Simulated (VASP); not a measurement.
# BiS (Pm-3m) in VASP: notebook

BiS is run at these levels: PBE, RPBE; tasks: single point.

Everything below comes from runs of VASP 6.6.1. Logs are shortened: lines on timing, memory, paths and dates and some standing lists are left out, and cuts for length are marked.

## 1. The cell of the first run

Symmetry: Pm-3m, No. 221, cubic system. The conventional cell has a = 4.003 Å, b = 4.003 Å, c = 4.003 Å, α = 90.00°, β = 90.00°, γ = 90.00°. Within 4.6 Å of Bi (site symmetry m-3m) lie 8 S at 3.47 Å and 6 Bi at 4.00 Å. S (site symmetry m-3m) has 8 Bi at 3.47 Å and 6 S at 4.00 Å within 4.6 Å.

## 2. Single point, PBE

INCAR

```
SYSTEM = BiS
PREC = Accurate ; ENCUT = 520
EDIFF = 1E-6 ; ISMEAR = 0
SIGMA = 0.020999999999999998 ; LREAL = .False.
LASPH = .True. ; NELM = 60
ALGO = Normal ; ISIF = 2
LWAVE = .False. ; LCHARG = .False.
GGA = PE ; NBANDS = 18
```

KPOINTS

```
regular mesh
0
Gamma
  7 7 7
  0 0 0
```

POSCAR

```
BiS
1.0
    4.0029443400      0.0000000000      0.0000000000
    0.0000000000      4.0029443400      0.0000000000
    0.0000000000      0.0000000000      4.0029443400
Bi S
1 1
Direct
    0.5000000000      0.5000000000      0.5000000000
    0.0000000000      0.0000000000      0.0000000000
```

Potentials or basis: VASP PAW PBE potentials, release 64 (Bi_d, S).

Command:

```console
$ cat potpaw_PBE.64/Bi_d/POTCAR potpaw_PBE.64/S/POTCAR > POTCAR
$ mpirun -np 1 vasp_std > vasp.out
```

OUTCAR:

```text
SYSTEM = BiS
   PREC = Accurate
   ENCUT = 520
   EDIFF = 1E-6
   ISMEAR = 0
   LREAL = .False.
   LASPH = .True.
   NELM = 60
   ISIF = 2
   GGA = PE

 ion  position               nearest neighbor table
   1  0.500  0.500  0.500-
   2  0.000  0.000  0.000-

  LATTYP: Found a simple cubic cell.
 ALAT       =     4.0029443400

  Lattice vectors:

 A1 = (   4.0029443400,   0.0000000000,   0.0000000000)
 A2 = (   0.0000000000,   4.0029443400,   0.0000000000)
 A3 = (   0.0000000000,   0.0000000000,   4.0029443400)

Analysis of symmetry for initial positions (statically):
=====================================================================
 Subroutine PRICEL returns:
 Original cell was already a primitive cell.

 Routine SETGRP: Setting up the symmetry group for a
 simple cubic supercell.

 Subroutine GETGRP returns: Found 48 space group operations
 (whereof 48 operations were pure point group operations)
 out of a pool of 48 trial point group operations.

The static configuration has the point symmetry O_h .

Analysis of symmetry for dynamics (positions and initial velocities):
=====================================================================
 Subroutine PRICEL returns:
 Original cell was already a primitive cell.

 Routine SETGRP: Setting up the symmetry group for a
 simple cubic supercell.

 Subroutine GETGRP returns: Found 48 space group operations
 (whereof 48 operations were pure point group operations)
 out of a pool of 48 trial point group operations.

The dynamic configuration has the point symmetry O_h .

 Subroutine INISYM returns: Found 48 space group operations
 (whereof 48 operations are pure point group operations),
 and found     1 'primitive' translations

----------------------------------------------------------------------------------------

                                     Primitive cell

  volume of cell :      64.1414

  direct lattice vectors                    reciprocal lattice vectors
     4.002944340  0.000000000  0.000000000     0.249816114  0.000000000  0.000000000
     0.000000000  4.002944340  0.000000000     0.000000000  0.249816114  0.000000000
     0.000000000  0.000000000  4.002944340     0.000000000  0.000000000  0.249816114

  length of vectors
     4.002944340  4.002944340  4.002944340     0.249816114  0.249816114  0.249816114
[... 71 lines left out ...]
   LNONCOLLINEAR =      F non collinear calculations
   LSORBIT =      F    spin-orbit coupling
   LASPH  =      T    aspherical Exc in radial PAW
   ENCUT  =  520.0 eV  38.22 Ry    6.18 a.u.   7.44  7.44  7.44*2*pi/ulx,y,z
   NELM   =     60;   NELMIN=  2; NELMDL= -5     # of ELM steps
   EDIFF  = 0.1E-05   stopping-criterion for ELM
   LREAL  =      F    real-space projection
   EDIFFG = 0.1E-04   stopping-criterion for IOM
   NSW    =      0    number of steps for IOM
   IBRION =     -1    ionic relax: 0-MD 1-quasi-New 2-CG
   NFREE  =      0    steps in history (QN), initial steepest desc. (CG)
   ISIF   =      2    stress and relaxation
   ISYM   =      2    0-nonsym 1-usesym 2-fastsym
   POTIM  = 0.5000    time-step for ionic-motion
   TEBEG  =    0.0;   TEEND  =   0.0 temperature during run
   PSTRESS=    0.0 pullay stress
   NELECT =      21.0000    total number of electrons
   NUPDOWN=      -1.0000    fix difference up-down
   EMIN   =  10.00;   EMAX   =-10.00  energy-range for DOS
   EFERMI =   0.00;   METHOD = LEGACY
   ISMEAR =     0;   SIGMA  =   0.02  broadening in eV -4-tet -1-fermi 0-gaus
   EFERMI_NEDOS =   21; number of points for ismear=-14 and -15
   IALGO  =     38    algorithm
   IMIX   =      4    mixing-type and parameters
     AMIX     =   0.40;   BMIX     =  1.00
     AMIX_MAG =   1.60;   BMIX_MAG =  1.00
  volume/ion in A,a.u.               =      32.07       216.42
  Fermi-wavevector in a.u.,A,eV,Ry     =   1.128327  2.132229 17.321879  1.273122
  Thomas-Fermi vector in A             =   2.265017
   LORBIT       =      0    0 simple, 1 ext, 2 COOP (PROOUT), +10 PAW based schemes
   GGA     = PE    functional components
   LHFCALC =     F    Hartree Fock is set to
   AEXX    =    0.0000 exact exchange contribution
   IVDW    =     0    specifies the selected vdW correction
   LEPSILON=     F    determine dielectric tensor
   LRPA    =     F    only Hartree local field effects (RPA)
 non-spin polarized calculation
 Gauss-broadening in eV      SIGMA  =   0.02
  energy-cutoff  :      520.00
  volume of cell :       64.14
 maximum number of plane-waves:      1751
 NGX is ok and might be reduce to    30
   NGX = 15   NGY = 15   NGZ = 15

 number of electron      21.0000014 magnetization

 Free energy of the ion-electron system (eV)
  ---------------------------------------------------
  ext. energy  EPLUGINS =         0.00000000
  ---------------------------------------------------
  free energy    TOTEN  =        -7.10304314 eV

  energy without entropy =       -7.10255151  energy(sigma->0) =       -7.10279733

 E-fermi :   4.5660     XC(G=0):  -9.1265

 val. band max:        4.4558214374   @ k =   0.2857   0.0000   0.0000
 cond. band min:       4.5818707555   @ k =   0.2857   0.1429   0.1429
 fundamental gap:      0.1260493181
 Fermi energy:         4.5659740282

 k-point     1 :       0.0000    0.0000    0.0000
  band No.  band energies     occupation
      1     -19.2683      2.00000
      2     -19.2683      2.00000
      3     -19.2234      2.00000
      4     -19.2234      2.00000
      5     -19.2234      2.00000
      6      -8.5922      2.00000
[... 397 lines left out ...]
      5     -19.2221      2.00000
      6      -7.0451      2.00000
[... 10 lines left out ...]
     17      17.4061      0.00000
     18      17.6240      0.00000

------------------------ aborting loop because EDIFF is reached ----------------------------------------

  FORCE on cell =-STRESS in cart. coord.  units (eV):
  Direction    XX          YY          ZZ          XY          YZ          ZX
  --------------------------------------------------------------------------------------
  -------------------------------------------------------------------------------------
  Total       -4.3834967     -4.3834967     -4.3834967     -0.0000000     -0.0000000     -0.0000000
  in kB     -109.4945770   -109.4945770   -109.4945770     -0.0000000     -0.0000000     -0.0000000
  external PRESSURE =    -109.4945770 kB  Pullay stress =       0.0000000 kB

 VOLUME and BASIS-vectors are now :
 -----------------------------------------------------------------------------
  energy-cutoff  :      520.00
  volume of cell :       64.14
      direct lattice vectors                 reciprocal lattice vectors
     4.002944340  0.000000000  0.000000000     0.249816114  0.000000000  0.000000000
     0.000000000  4.002944340  0.000000000     0.000000000  0.249816114  0.000000000
     0.000000000  0.000000000  4.002944340     0.000000000  0.000000000  0.249816114

 POSITION                                       TOTAL-FORCE (eV/Angst)
 -----------------------------------------------------------------------------------
      2.00147      2.00147      2.00147         0.000000      0.000000      0.000000
      0.00000      0.00000      0.00000         0.000000      0.000000      0.000000
 -----------------------------------------------------------------------------------
    total drift:                                0.000000      0.000000      0.000000

  FREE ENERGIE OF THE ION-ELECTRON SYSTEM (eV)
  ---------------------------------------------------
  free  energy   TOTEN  =        -7.1030431421 eV

  energy  without entropy=       -7.1025515126  energy(sigma->0) =       -7.10279733
```

OSZICAR:

```text
N       E                     dE             d eps       ncg     rms          rms(c)
DAV:   1     0.162129330894E+03    0.16213E+03   -0.10266E+04   720   0.116E+03
DAV:   2     0.632307437842E+01   -0.15581E+03   -0.15160E+03   772   0.314E+02
DAV:   3    -0.751474873293E+01   -0.13838E+02   -0.13602E+02   856   0.948E+01
DAV:   4    -0.792433471097E+01   -0.40959E+00   -0.40615E+00   946   0.171E+01
DAV:   5    -0.793563761158E+01   -0.11303E-01   -0.11302E-01   962   0.274E+00    0.451E+00
DAV:   6    -0.712806129376E+01    0.80758E+00   -0.39557E+00   940   0.751E+00    0.302E+00
DAV:   7    -0.711177362588E+01    0.16288E-01   -0.22234E-01   790   0.231E+00    0.161E+00
DAV:   8    -0.710290218468E+01    0.88714E-02   -0.49064E-02   804   0.124E+00    0.443E-01
DAV:   9    -0.710281857129E+01    0.83613E-04   -0.30989E-03   910   0.237E-01    0.199E-01
DAV:  10    -0.710307924309E+01   -0.26067E-03   -0.44267E-04   792   0.207E-01    0.147E-01
DAV:  11    -0.710304208215E+01    0.37161E-04   -0.77178E-05   954   0.559E-02    0.838E-03
DAV:  12    -0.710304284877E+01   -0.76661E-06   -0.10092E-05   810   0.147E-02    0.381E-03
DAV:  13    -0.710304314213E+01   -0.29336E-06   -0.24166E-06   562   0.610E-03
   1 F= -.71030431E+01 E0= -.71027973E+01  d E =-.491630E-03
```

stdout:

```text
POSCAR found type information on POSCAR BiS
 POSCAR found :  2 types and       2 ions
 scaLAPACK will be used
 LDA part: xc-table for (Slater+PW92), standard interpolation
 POSCAR, INCAR and KPOINTS ok, starting setup
 FFT: planning ... GRIDC
 FFT: planning ... GRID_SOFT
 FFT: planning ... GRID
 WAVECAR not read
 entering main loop
```

Wall time 7.7 s (1 thread of Intel Xeon 6975P-C (Granite Rapids), shared host); peak memory 0.17 GiB.

Results:

```
Free energy : -7.1030 eV
Pressure    : -10.9 GPa
```

Caveat: spin-orbit coupling is left out, which moves the levels of the heavy elements.

## 3. Single point, PBE

INCAR

```
SYSTEM = BiS
ALGO = Normal ; EDIFF = 1E-6
ENCUT = 520 ; GGA = PE
ISIF = 2 ; ISMEAR = 0
LASPH = .True. ; LCHARG = .True.
LELF = .True. ; LREAL = .False.
LVHAR = .True. ; LWAVE = .False.
NBANDS = 18 ; NELM = 60
PREC = Accurate ; SIGMA = 0.022
```

KPOINTS

```
k-points
0
Gamma
  7 7 7
  0 0 0
```

POSCAR is that of step 2.

Potentials or basis: VASP PAW PBE potentials, release 64 (Bi_d, S).

Command:

```console
$ cat potpaw_PBE.64/Bi_d/POTCAR potpaw_PBE.64/S/POTCAR > POTCAR
$ mpirun -np 1 vasp_std > vasp.out
```

Run time: 8.2 s. Hardware: 1 thread of Intel Xeon 6975P-C (Granite Rapids), shared host; peak memory 0.17 GiB.

Results (log left out):

| Quantity | Value |
| --- | --- |
| Free energy | -7.1031 eV |
| Pressure | -10.9 GPa |

Levels at points of the mesh, in eV from the Fermi level:
```
           k point  band 6  band 7  band 8  band 9  band 10  band 11  band 12  band 13  band 14  band 15
(0.00, 0.00, 0.00)  -13.16  -10.12   -2.26   -2.26    -2.26     2.43     2.43     2.43     4.42     4.42
```

Caveat: spin-orbit coupling is left out, which moves the levels of the heavy elements.

## 4. Single point, PBE

INCAR

```
SYSTEM = BiS
  ALGO = Normal
  EDIFF = 1E-6
  ENCUT = 520
  GGA = PE
  ISIF = 2
  ISMEAR = 0
  LASPH = .TRUE.
  LCHARG = .FALSE.
  LREAL = .FALSE.
  LWAVE = .FALSE.
  NBANDS = 18
  NELM = 60
  PREC = Accurate
  SIGMA = 0.023
```

KPOINTS

```
k-points
0
G
  7 7 7
  0 0 0
```

POSCAR is that of step 3.

Command:

```console
$ cat potpaw_PBE.64/Bi_d/POTCAR potpaw_PBE.64/S/POTCAR > POTCAR
$ mpirun -np 1 vasp_std > vasp.out
```

Wall time 8.3 s (1 thread of Intel Xeon 6975P-C (Granite Rapids), shared host); peak memory 0.17 GiB.

The run converged. Its results:

```yaml
Free_energy: -7.1031 eV
Pressure: -11.0 GPa
```

Levels at points of the mesh, in eV from the Fermi level:
```csv
k point,band 7,band 8,band 9,band 10,band 11,band 12,band 13,band 14
"(0.00, 0.00, 0.00)",-10.11,-2.26,-2.26,-2.26,2.43,2.43,2.43,4.42
```

Caveat: spin-orbit coupling is left out, which moves the levels of the heavy elements.

## 5. Single point, PBE

INCAR

```
ALGO = Normal
EDIFF = 1E-6
ENCUT = 520
GGA = PE
ISIF = 2
ISMEAR = 0
LASPH = T
LCHARG = F
LREAL = F
LWAVE = F
NBANDS = 18
NELM = 80
PREC = Accurate
SIGMA = 0.024
```

KPOINTS

```
k-points
0
Gamma
  7 7 7
```

POSCAR is that of step 4.

Command:

```console
$ cat potpaw_PBE.64/Bi_d/POTCAR potpaw_PBE.64/S/POTCAR > POTCAR
$ mpirun -np 1 vasp_std > vasp.out
```

Run time: 8.2 s. Hardware: 1 thread of Intel Xeon 6975P-C (Granite Rapids), shared host; peak memory 0.16 GiB.

It converged, with:

```yaml
Free_energy: -7.1031 eV
Pressure: -11.0 GPa
```

Levels at points of the mesh, in eV from the Fermi level:
| k point | band 7 | band 8 | band 9 | band 10 | band 11 | band 12 | band 13 | band 14 |
| --- | --- | --- | --- | --- | --- | --- | --- | --- |
| (0.00, 0.00, 0.00) | -10.11 | -2.26 | -2.26 | -2.26 | 2.43 | 2.43 | 2.43 | 4.42 |

Caveat: spin-orbit coupling is left out, which moves the levels of the heavy elements.

## 6. Single point, RPBE

This run uses another cell than the first one, of 23.88 Å³/atom, 0.745 times its volume.

INCAR

```
SYSTEM = BiS
ALGO = Normal
EDIFF = 1E-6
ENCUT = 520
GGA = RP
ISIF = 2
ISMEAR = -1
LASPH = .True.
LCHARG = .False.
LREAL = .False.
LWAVE = .False.
NBANDS = 18
NELM = 60
PREC = Accurate
SIGMA = 0.05
```

KPOINTS

```
k-points
0
Gamma
  7 7 7
  0 0 0
```

POSCAR

```
BiS
1.0
    3.6284082304      0.0000000000      0.0000000000
    0.0000000000      3.6284082304      0.0000000000
    0.0000000000      0.0000000000      3.6284082304
Bi S
1 1
Direct
    0.5000000000      0.5000000000      0.5000000000
    0.0000000000      0.0000000000      0.0000000000
```

Potentials or basis: VASP PAW PBE potentials, release 64 (Bi_d, S).

Command:

```console
$ cat potpaw_PBE.64/Bi_d/POTCAR potpaw_PBE.64/S/POTCAR > POTCAR
$ mpirun -np 1 vasp_std > vasp.out
```

Wall time 10 s (1 thread of Intel Xeon Platinum 8375C at 2.90GHz (Ice Lake), shared host); peak memory 0.16 GiB.

It converged, with:

- Free energy: -7.1547 eV
- Pressure: -0.1 GPa

Levels at points of the mesh, in eV from the Fermi level:
```
           k point  band 7  band 8  band 9  band 10  band 11  band 12  band 13  band 14
(0.00, 0.00, 0.00)   -9.54   -3.17   -3.17    -3.17     3.76     3.76     4.04     4.04
```

Caveat: the PAW data sets were made with another functional, which shifts forces and pressure a little; spin-orbit coupling is left out, which moves the levels of the heavy elements.

## 7. Summary

```csv
level,cell,smearing,gap on the mesh (eV),pressure (GPa)
PBE,"a = 4.003 Å, 2 atoms",gaussian 0.021 eV,none,-10.9
PBE,"a = 4.003 Å, 2 atoms",gaussian 0.022 eV,none,-10.9
PBE,"a = 4.003 Å, 2 atoms",gaussian 0.023 eV,none,-11.0
PBE,"a = 4.003 Å, 2 atoms",gaussian 0.024 eV,none,-11.0
RPBE,"a = 3.628 Å, 2 atoms",fermi-dirac 0.05 eV,none,-0.1
```

Alike in all rows: task single point; potentials or basis VASP PAW PBE potentials, release 64 (Bi_d, S); no spin polarisation; k mesh 7 × 7 × 7; cutoff (eV) 520.

Every run on the cell as given and a fine mesh finds a metal.

Caveats: spin-orbit coupling is left out, which moves the levels of the heavy elements; the PAW data sets were made with another functional, which shifts forces and pressure a little (some runs).

Absolute energies hang on the potentials; compare differences alone.
